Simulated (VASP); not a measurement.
The system is CsGeF3.

```
Cs Ge F
1.0
     4.49652    0.00000    0.00000
     0.00000    4.49652    0.00000
     0.00000    0.00000    4.49652
Cs Ge F
1 1 3
Direct
  0.00000 0.00000 0.00000
  0.50000 0.50000 0.50000
  0.50000 0.50000 0.00000
  0.50000 0.00000 0.50000
  0.00000 0.50000 0.50000
```

Base run:

- Program: VASP 6.6.1
- Functional: PBE
- Potentials or basis: VASP PAW PBE potentials, release 64 (Cs_sv, Ge_d, F)
- Cutoff: 520 eV
- k mesh: 6 × 6 × 6
- Occupations: fermi-dirac, width 0.02 eV
- Spin: no spin polarisation

Its results: band gap on the k mesh 1.84 eV; pressure 2.3 GPa.

The run is repeated on the same cell with these changes: functional from PBE to r2SCAN; occupations from fermi-dirac, width 0.02 eV to gaussian, width 0.01 eV. What comes out?

Band gap on the k mesh 2.10 eV; pressure -0.1 GPa.

Caveats: spin-orbit coupling is left out, which moves the levels of the heavy elements; the PAW data sets were made with another functional, which shifts forces and pressure a little (at least some runs).

A k mesh can miss the band edges.
